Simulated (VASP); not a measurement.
# HfB2 (P6/mmm) in VASP: further runs

The runs below take HfB2 through single point, with LDA, BLYP, revPBE, PBEsol.

Everything below comes from runs of VASP 6.6.1. Logs are shortened: lines on timing, memory, paths and dates and some standing lists are left out, and cuts for length are marked.

## Step 1: The cell of the first run

Symmetry: P6/mmm, No. 191, hexagonal system. Conventional cell: a = 3.140 Å, b = 3.140 Å, c = 3.480 Å, α = 90.00°, β = 90.00°, γ = 120.00°. Within 3.3 Å of Hf (site symmetry 6/mmm) lie 12 B at 2.51 Å and 6 Hf at 3.14 Å. Within 2.4 Å of B (site symmetry -6m2) lie 3 B at 1.81 Å.

## Step 2: Single point, LDA

Contents of INCAR:

```
ALGO     = Normal         # electronic algorithm
EDIFF    = 1E-6           # SCF threshold, eV
ENCUT    = 560            # plane-wave cutoff, eV
GGA      = CA             # functional
GGA_COMPAT= F            
ISIF     = 2              # what is computed and relaxed
ISMEAR   = -1             # smearing method
ISYM     = -1           
LASPH    = T              # aspherical terms in the spheres
LCHARG   = F              # write CHGCAR
LREAL    = F              # projectors in reciprocal space
LWAVE    = F              # write WAVECAR
NBANDS   = 15             # bands
NELM     = 120            # most SCF steps
PREC     = Accurate       # precision mode
SIGMA    = 0.2            # smearing width, eV
```

Contents of KPOINTS:

```
explicit points
123
Reciprocal
  0.07142857   0.07142857   0.10000000 2
  0.07142857   0.07142857   0.30000000 2
  0.07142857   0.07142857   0.50000000 2
  0.07142857   0.07142857   0.70000000 2
  0.07142857   0.07142857   0.90000000 2
  0.07142857   0.21428571   0.10000000 2
  0.07142857   0.21428571   0.30000000 2
  0.07142857   0.21428571   0.50000000 2
  0.07142857   0.21428571   0.70000000 2
  0.07142857   0.21428571   0.90000000 2
  0.07142857   0.35714286   0.10000000 2
  0.07142857   0.35714286   0.30000000 2
  0.07142857   0.35714286   0.50000000 2
  0.07142857   0.35714286   0.70000000 2
  0.07142857   0.35714286   0.90000000 2
  0.07142857   0.50000000   0.10000000 2
  0.07142857   0.50000000   0.30000000 2
  0.07142857   0.50000000   0.50000000 2
  0.07142857   0.50000000   0.70000000 2
  0.07142857   0.50000000   0.90000000 2
  0.07142857   0.64285714   0.10000000 2
  0.07142857   0.64285714   0.30000000 2
  0.07142857   0.64285714   0.50000000 2
  0.07142857   0.64285714   0.70000000 2
  0.07142857   0.64285714   0.90000000 2
  0.07142857   0.78571429   0.10000000 2
  0.07142857   0.78571429   0.30000000 2
  0.07142857   0.78571429   0.50000000 2
  0.07142857   0.78571429   0.70000000 2
  0.07142857   0.78571429   0.90000000 2
  0.07142857   0.92857143   0.10000000 2
  0.07142857   0.92857143   0.30000000 2
  0.07142857   0.92857143   0.50000000 2
  0.07142857   0.92857143   0.70000000 2
  0.07142857   0.92857143   0.90000000 2
  0.21428571   0.07142857   0.10000000 2
  0.21428571   0.07142857   0.30000000 2
  0.21428571   0.07142857   0.50000000 2
  0.21428571   0.07142857   0.70000000 2
  0.21428571   0.07142857   0.90000000 2
  0.21428571   0.21428571   0.10000000 2
  0.21428571   0.21428571   0.30000000 2
  0.21428571   0.21428571   0.50000000 2
  0.21428571   0.21428571   0.70000000 2
  0.21428571   0.21428571   0.90000000 2
  0.21428571   0.35714286   0.10000000 2
  0.21428571   0.35714286   0.30000000 2
  0.21428571   0.35714286   0.50000000 2
  0.21428571   0.35714286   0.70000000 2
  0.21428571   0.35714286   0.90000000 2
  0.21428571   0.50000000   0.10000000 2
  0.21428571   0.50000000   0.30000000 2
  0.21428571   0.50000000   0.50000000 2
  0.21428571   0.50000000   0.70000000 2
  0.21428571   0.50000000   0.90000000 2
  0.21428571   0.64285714   0.10000000 2
  0.21428571   0.64285714   0.30000000 2
  0.21428571   0.64285714   0.50000000 2
  0.21428571   0.64285714   0.70000000 2
  0.21428571   0.64285714   0.90000000 2
  0.21428571   0.78571429   0.10000000 2
  0.21428571   0.78571429   0.30000000 2
  0.21428571   0.78571429   0.50000000 2
  0.21428571   0.78571429   0.70000000 2
  0.21428571   0.78571429   0.90000000 2
  0.21428571   0.92857143   0.10000000 2
  0.21428571   0.92857143   0.30000000 2
  0.21428571   0.92857143   0.50000000 2
  0.21428571   0.92857143   0.70000000 2
  0.21428571   0.92857143   0.90000000 2
  0.35714286   0.07142857   0.10000000 2
  0.35714286   0.07142857   0.30000000 2
  0.35714286   0.07142857   0.50000000 2
  0.35714286   0.07142857   0.70000000 2
  0.35714286   0.07142857   0.90000000 2
  0.35714286   0.21428571   0.10000000 2
  0.35714286   0.21428571   0.30000000 2
  0.35714286   0.21428571   0.50000000 2
  0.35714286   0.21428571   0.70000000 2
  0.35714286   0.21428571   0.90000000 2
  0.35714286   0.35714286   0.10000000 2
  0.35714286   0.35714286   0.30000000 2
  0.35714286   0.35714286   0.50000000 2
  0.35714286   0.35714286   0.70000000 2
  0.35714286   0.35714286   0.90000000 2
  0.35714286   0.50000000   0.10000000 2
  0.35714286   0.50000000   0.30000000 2
  0.35714286   0.50000000   0.50000000 2
  0.35714286   0.50000000   0.70000000 2
  0.35714286   0.50000000   0.90000000 2
  0.35714286   0.64285714   0.10000000 2
  0.35714286   0.64285714   0.30000000 2
  0.35714286   0.64285714   0.50000000 2
  0.35714286   0.64285714   0.70000000 2
  0.35714286   0.64285714   0.90000000 2
  0.35714286   0.78571429   0.10000000 2
  0.35714286   0.78571429   0.30000000 2
  0.35714286   0.78571429   0.50000000 2
  0.35714286   0.78571429   0.70000000 2
  0.35714286   0.78571429   0.90000000 2
  0.35714286   0.92857143   0.10000000 2
  0.35714286   0.92857143   0.30000000 2
  0.35714286   0.92857143   0.50000000 2
  0.35714286   0.92857143   0.70000000 2
  0.35714286   0.92857143   0.90000000 2
  0.50000000   0.07142857   0.10000000 2
  0.50000000   0.07142857   0.30000000 2
  0.50000000   0.07142857   0.50000000 2
  0.50000000   0.07142857   0.70000000 2
  0.50000000   0.07142857   0.90000000 2
  0.50000000   0.21428571   0.10000000 2
  0.50000000   0.21428571   0.30000000 2
  0.50000000   0.21428571   0.50000000 2
  0.50000000   0.21428571   0.70000000 2
  0.50000000   0.21428571   0.90000000 2
  0.50000000   0.35714286   0.10000000 2
  0.50000000   0.35714286   0.30000000 2
  0.50000000   0.35714286   0.50000000 2
  0.50000000   0.35714286   0.70000000 2
  0.50000000   0.35714286   0.90000000 2
  0.50000000   0.50000000   0.10000000 2
  0.50000000   0.50000000   0.30000000 2
  0.50000000   0.50000000   0.50000000 1
```

Contents of POSCAR:

```
HfB2
1.0
    3.1400000000      0.0000000000      0.0000000000
   -1.5700000000      2.7193200000      0.0000000000
    0.0000000000      0.0000000000      3.4800000000
Hf B
1 2
Direct
    0.0000000000      0.0000000000      0.0000000000
    0.3333333333      0.6666666667      0.5000000000
    0.6666666667      0.3333333333      0.5000000000
```

Potentials or basis: VASP PAW LDA potentials, release 64 (Hf_pv, B).

On the command line:

```sh
$ cat potpaw_LDA.64/Hf_pv/POTCAR potpaw_LDA.64/B/POTCAR > POTCAR
$ mpirun -np 1 vasp_std > vasp.out
```

OUTCAR:

```text
EDIFF = 1E-6
   ENCUT = 560
   GGA = CA
   ISIF = 2
   ISMEAR = -1
   ISYM = -1
   LASPH = T
   LREAL = F
   NELM = 120
   PREC = Accurate

 ion  position               nearest neighbor table
   1  0.000  0.000  0.000-   2 2.51   3 2.51   2 2.51   3 2.51   3 2.51   3 2.51   2 2.51   2 2.51
                             3 2.51   3 2.51   2 2.51   2 2.51
   2  0.333  0.667  0.500-   3 1.81   3 1.81   3 1.81   1 2.51   1 2.51   1 2.51   1 2.51   1 2.51
                             1 2.51
   3  0.667  0.333  0.500-   2 1.81   2 1.81   2 1.81   1 2.51   1 2.51   1 2.51   1 2.51   1 2.51
                             1 2.51

IMPORTANT INFORMATION: All symmetrisations will be switched off!
NOSYMM: (Re-)initialisation of all symmetry stuff for point group C_1.

----------------------------------------------------------------------------------------

                                     Primitive cell

  volume of cell :      29.7146

  direct lattice vectors                    reciprocal lattice vectors
     3.140000000  0.000000000  0.000000000     0.318471338  0.183869497  0.000000000
    -1.570000000  2.719320000  0.000000000     0.000000000  0.367738994  0.000000000
     0.000000000  0.000000000  3.480000000     0.000000000  0.000000000  0.287356322

  length of vectors
     3.140000000  3.140000201  3.480000000     0.367739017  0.367738994  0.287356322

  position of ions in fractional coordinates (direct lattice)
     0.000000000  0.000000000  0.000000000
     0.333333333  0.666666667  0.500000000
     0.666666667  0.333333333  0.500000000

  ion indices of the primitive-cell ions
   primitive index   ion index
                 1           1
                 2           2
                 3           3

----------------------------------------------------------------------------------------

 KPOINTS: explicit points

Read explicit list of k-points.

 Found    123 k-points:

 Following reciprocal coordinates:
            Coordinates               Weight
  0.071429  0.071429  0.100000      0.008163
  0.071429  0.071429  0.300000      0.008163
  0.071429  0.071429  0.500000      0.008163
  0.071429  0.071429  0.700000      0.008163
  0.071429  0.071429  0.900000      0.008163
  0.071429  0.214286  0.100000      0.008163
[... 16 lines left out ...]
  0.071429  0.642857  0.500000      0.008163
  0.071429  0.642857  0.700000      0.008163
 [... further k-points ...]
   k-points           NKPTS =    123   k-points in BZ     NKDIM =    123   number of bands    NBANDS=     15
   number of dos      NEDOS =    301   number of ions     NIONS =      3
   total plane-waves  NPLWV =  16128
   dimension x,y,z NGX =    24 NGY =   24 NGZ =   28
   dimension x,y,z NGXF=    48 NGYF=   48 NGZF=   56
   ions per type =               1   2
   NGX,Y,Z   is equivalent  to a cutoff of  12.71, 12.71, 13.38 a.u.
   NGXF,Y,Z  is equivalent  to a cutoff of  25.41, 25.41, 26.75 a.u.
 SYSTEM =  unknown system
   PREC   = accura    normal or accurate (medium, high low for compatibility)
   ISTART =      0    job   : 0-new  1-cont  2-samecut
   ICHARG =      2    charge: 1-file 2-atom 10-const
   ISPIN  =      1    spin polarized calculation?
   LNONCOLLINEAR =      F non collinear calculations
   LSORBIT =      F    spin-orbit coupling
   LASPH  =      T    aspherical Exc in radial PAW
   ENCUT  =  560.0 eV  41.16 Ry    6.42 a.u.   6.06  6.06  6.71*2*pi/ulx,y,z
   NELM   =    120;   NELMIN=  2; NELMDL= -5     # of ELM steps
   EDIFF  = 0.1E-05   stopping-criterion for ELM
   LREAL  =      F    real-space projection
   EDIFFG = 0.1E-04   stopping-criterion for IOM
   NSW    =      0    number of steps for IOM
   IBRION =     -1    ionic relax: 0-MD 1-quasi-New 2-CG
   NFREE  =      0    steps in history (QN), initial steepest desc. (CG)
   ISIF   =      2    stress and relaxation
   ISYM   =     -1    0-nonsym 1-usesym 2-fastsym
   POTIM  = 0.5000    time-step for ionic-motion
   TEBEG  =    0.0;   TEEND  =   0.0 temperature during run
   PSTRESS=    0.0 pullay stress
   NELECT =      16.0000    total number of electrons
   NUPDOWN=      -1.0000    fix difference up-down
   EMIN   =  10.00;   EMAX   =-10.00  energy-range for DOS
   EFERMI =   0.00;   METHOD = LEGACY
   ISMEAR =    -1;   SIGMA  =   0.20  broadening in eV -4-tet -1-fermi 0-gaus
   EFERMI_NEDOS =   21; number of points for ismear=-14 and -15
   IALGO  =     38    algorithm
   IMIX   =      4    mixing-type and parameters
     AMIX     =   0.40;   BMIX     =  1.00
     AMIX_MAG =   1.60;   BMIX_MAG =  1.00
  volume/ion in A,a.u.               =       9.90        66.84
  Fermi-wavevector in a.u.,A,eV,Ry     =   1.331860  2.516850 24.134692  1.773850
  Thomas-Fermi vector in A             =   2.460838
   LORBIT       =      0    0 simple, 1 ext, 2 COOP (PROOUT), +10 PAW based schemes
   GGA     = CA    functional components
   LHFCALC =     F    Hartree Fock is set to
   AEXX    =    0.0000 exact exchange contribution
   IVDW    =     0    specifies the selected vdW correction
   LEPSILON=     F    determine dielectric tensor
   LRPA    =     F    only Hartree local field effects (RPA)
 non-spin polarized calculation
  energy-cutoff  :      560.00
  volume of cell :       29.71
 maximum number of plane-waves:       913
 NGX is ok and might be reduce to    24
   NGX = 13   NGY = 13   NGZ = 13

 number of electron      15.9999998 magnetization

 Free energy of the ion-electron system (eV)
  ---------------------------------------------------
  ext. energy  EPLUGINS =         0.00000000
  ---------------------------------------------------
  free energy    TOTEN  =       -28.93840173 eV

  energy without entropy =      -28.89558385  energy(sigma->0) =      -28.91699279

 E-fermi :   7.7436     XC(G=0): -12.7220

 val. band max:        7.5786574111   @ k =   0.2143   0.2143   0.9000
 cond. band min:       7.8187664898   @ k =   0.0714   0.0714   0.3000
 fundamental gap:      0.2401090786
 Fermi energy:         7.7436441504

 k-point     1 :       0.0714    0.0714    0.1000
  band No.  band energies     occupation
      1     -22.8408      2.00000
      2     -22.4329      2.00000
      3     -22.3389      2.00000
      4      -5.4313      2.00000
      5       3.6597      2.00000
      6       4.0285      2.00000
      7       4.7342      2.00000
      8       5.9243      1.99978
      9       9.8102      0.00007
     10      10.5986      0.00000
     11      11.8542      0.00000
     12      12.4682      0.00000
     13      13.7945      0.00000
     14      14.0275      0.00000
     15      14.1783      0.00000
[... 397 lines left out ...]
 k-point    24 :       0.0714    0.6429    0.7000
  band No.  band energies     occupation
      1     -22.9004      2.00000
      2     -22.8548      2.00000
      3     -22.4469      2.00000
      4      -3.1999      2.00000
      5       0.9603      2.00000
      6       2.9692      2.00000
      7       3.6143      2.00000
      8       5.4585      1.99998
      9       9.3388      0.00069
     10      11.2500      0.00000
     11      13.2080      0.00000
     12      13.4824      0.00000
     13      13.9875      0.00000
     14      16.4156      0.00000
     15      17.9048      0.00000

 [... further k-points ...]

------------------------ aborting loop because EDIFF is reached ----------------------------------------

  FORCE on cell =-STRESS in cart. coord.  units (eV):
  Direction    XX          YY          ZZ          XY          YZ          ZX
  --------------------------------------------------------------------------------------
  -------------------------------------------------------------------------------------
  Total       -1.7320492     -1.6969942     -1.9100131      0.0303599     -0.0000008     -0.0000007
  in kB      -93.3902641    -91.5001358   -102.9858864      1.6369728     -0.0000446     -0.0000390
  external PRESSURE =     -95.9587621 kB  Pullay stress =       0.0000000 kB

 VOLUME and BASIS-vectors are now :
 -----------------------------------------------------------------------------
  energy-cutoff  :      560.00
  volume of cell :       29.71
      direct lattice vectors                 reciprocal lattice vectors
     3.140000000  0.000000000  0.000000000     0.318471338  0.183869497  0.000000000
    -1.570000000  2.719320000  0.000000000     0.000000000  0.367738994  0.000000000
     0.000000000  0.000000000  3.480000000     0.000000000  0.000000000  0.287356322

 POSITION                                       TOTAL-FORCE (eV/Angst)
 -----------------------------------------------------------------------------------
      0.00000      0.00000      0.00000        -0.000000      0.000000     -0.000000
     -0.00000      1.81288      1.74000         0.018458     -0.010655      0.000001
      1.57000      0.90644      1.74000        -0.018458      0.010655     -0.000000
 -----------------------------------------------------------------------------------
    total drift:                                0.000000     -0.000000      0.000001

  FREE ENERGIE OF THE ION-ELECTRON SYSTEM (eV)
  ---------------------------------------------------
  free  energy   TOTEN  =       -28.9384017328 eV

  energy  without entropy=      -28.8955838543  energy(sigma->0) =      -28.91699279
```

Run time: 40 s. Hardware: 1 thread of AMD EPYC 7R13 (Zen 3), shared host; peak memory 0.15 GiB.

What came out:

```
Free energy            : -28.9384 eV
Pressure               : -9.6 GPa
Largest force          : 0.021 eV/Å
Band gap on the k mesh : zero (bands 8 and 9 overlap by 0.57 eV)
```

Forces in eV/Å, atoms in the order of the input:
```
Hf   0.000  0.000  0.000
B    0.018 -0.011  0.000
B   -0.018  0.011  0.000
```

Stress tensor (GPa, compression positive):
```
 -9.34   0.16   0.00
  0.16  -9.15   0.00
  0.00   0.00 -10.30
```

Caveat: the cell stands under tension; spin-orbit coupling is left out, which moves the levels of the heavy elements.

## Step 3: Single point, BLYP

Contents of INCAR:

```
SYSTEM = HfB2
PREC     = Accurate       ! precision mode
ENCUT    = 560            ! plane-wave cutoff, eV
EDIFF    = 1E-6           ! SCF threshold, eV
ISMEAR   = -1             ! smearing method
SIGMA    = 0.2            ! smearing width, eV
LREAL    = .FALSE.        ! projectors in reciprocal space
LASPH    = .TRUE.         ! aspherical terms in the spheres
NELM     = 120            ! most SCF steps
ALGO     = Normal         ! electronic algorithm
ISIF     = 2              ! what is computed and relaxed
LWAVE    = .FALSE.        ! write WAVECAR
LCHARG   = .FALSE.        ! write CHGCAR
GGA      = B5             ! functional
ALDAX    = 1.0          
AGGAX    = 1.0          
AGGAC    = 1.0          
ALDAC    = 0.0          
NBANDS   = 15             ! bands
ISYM     = -1           
GGA_COMPAT= .FALSE.
```

KPOINTS is that of step 2.

POSCAR is that of step 2.

Potentials or basis: VASP PAW PBE potentials, release 64 (Hf_pv, B).

On the command line:

```sh
$ cat potpaw_PBE.64/Hf_pv/POTCAR potpaw_PBE.64/B/POTCAR > POTCAR
$ mpirun -np 1 vasp_std > vasp.out
```

It took 52 s on 1 thread of AMD EPYC 7R13 (Zen 3), shared host; peak memory 0.16 GiB.

Results (log left out):

| Item | Value |
| --- | --- |
| Free energy | -23.3840 eV |
| Pressure | 8.2 GPa |
| Largest force | 0.022 eV/Å |
| Band gap on the k mesh | zero (bands 8 and 9 overlap by 0.53 eV) |

Forces in eV/Å, atoms in the order of the input:
```
Hf   0.000  0.000  0.000
B    0.019 -0.011  0.000
B   -0.019  0.011  0.000
```

Stress tensor (GPa, compression positive):
```
 6.80  0.19  0.00
 0.19  7.01  0.00
 0.00  0.00 10.70
```

Levels at points of the mesh, in eV from the Fermi level:
| k point | band 5 | band 6 | band 7 | band 8 | band 9 | band 10 | band 11 | band 12 |
| --- | --- | --- | --- | --- | --- | --- | --- | --- |
| (0.50, 0.50, 0.50) | -7.56 | -5.09 | -4.74 | -2.66 | 3.96 | 4.05 | 5.93 | 6.89 |

Caveat: the cell stands under pressure; the PAW data sets were made with another functional, which shifts forces and pressure a little; spin-orbit coupling is left out, which moves the levels of the heavy elements.

## Step 4: Single point, revPBE

Contents of INCAR:

```
SYSTEM = HfB2
ALGO = Normal
EDIFF = 1E-6
ENCUT = 560
GGA = RE
GGA_COMPAT = .False.
ISIF = 2
ISMEAR = -1
ISYM = -1
LASPH = .True.
LCHARG = .False.
LREAL = .False.
LWAVE = .False.
NBANDS = 15
NELM = 120
PREC = Accurate
SIGMA = 0.2
```

KPOINTS is that of step 3.

POSCAR is that of step 3.

On the command line:

```sh
$ cat potpaw_PBE.64/Hf_pv/POTCAR potpaw_PBE.64/B/POTCAR > POTCAR
$ mpirun -np 1 vasp_std > vasp.out
```

It took 38 s on 1 thread of AMD EPYC 7R13 (Zen 3), shared host; peak memory 0.16 GiB.

It converged, with:

* Free energy: -25.5431 eV
* Pressure: 4.2 GPa
* Largest force: 0.024 eV/Å
* Band gap on the k mesh: zero (bands 8 and 9 overlap by 0.59 eV)

Forces on the atoms (eV/Å):
```
Hf   0.000  0.000  0.000
B    0.020 -0.012  0.000
B   -0.020  0.012  0.000
```

Stress tensor (GPa, compression positive):
```
4.39 0.18 0.00
0.18 4.60 0.00
0.00 0.00 3.62
```

Levels at points of the mesh, in eV from the Fermi level:
| k point | band 4 | band 5 | band 6 | band 7 | band 8 | band 9 | band 10 | band 11 | band 12 | band 13 |
| --- | --- | --- | --- | --- | --- | --- | --- | --- | --- | --- |
| (0.50, 0.50, 0.50) | -10.50 | -7.66 | -5.09 | -4.83 | -2.81 | 3.85 | 4.06 | 6.16 | 7.09 | 7.26 |

Caveat: the cell stands under pressure; the PAW data sets were made with another functional, which shifts forces and pressure a little; spin-orbit coupling is left out, which moves the levels of the heavy elements.

[end of part 1 of 2]
